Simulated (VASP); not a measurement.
## Au: single point with PBE

Crystal: Au.

```
Au
1.0
     0.00000    2.07874    2.07874
     2.07874    0.00000    2.07874
     2.07874    2.07874    0.00000
Au
1
Cartesian
  0.0000 0.0000 0.0000
```

| Property | Result |
| --- | --- |
| Program | VASP 6.6.1 |
| Task | single point |
| Functional | PBE |
| Potentials or basis | VASP PAW PBE potentials, release 64 (Au) |
| Cutoff | 520 eV |
| k mesh | 17 × 17 × 17 |
| Occupations | fermi-dirac, width 0.1 eV |
| Spin | no spin polarisation |

```
Pressure : -0.2 GPa
```

Levels at points of the mesh, in eV from the Fermi level:
| k point | band 4 | band 5 | band 6 | band 7 | band 8 | band 9 |
| --- | --- | --- | --- | --- | --- | --- |
| (0.00, 0.00, 0.00) | -4.49 | -3.11 | -3.11 | 14.52 | 18.21 | 18.21 |

Run time: 44 s on 1 thread of Intel Xeon 8259CL, on a shared host, peak memory 0.17 GiB.

Caveat: spin-orbit coupling is left out, which moves the levels of the heavy elements.
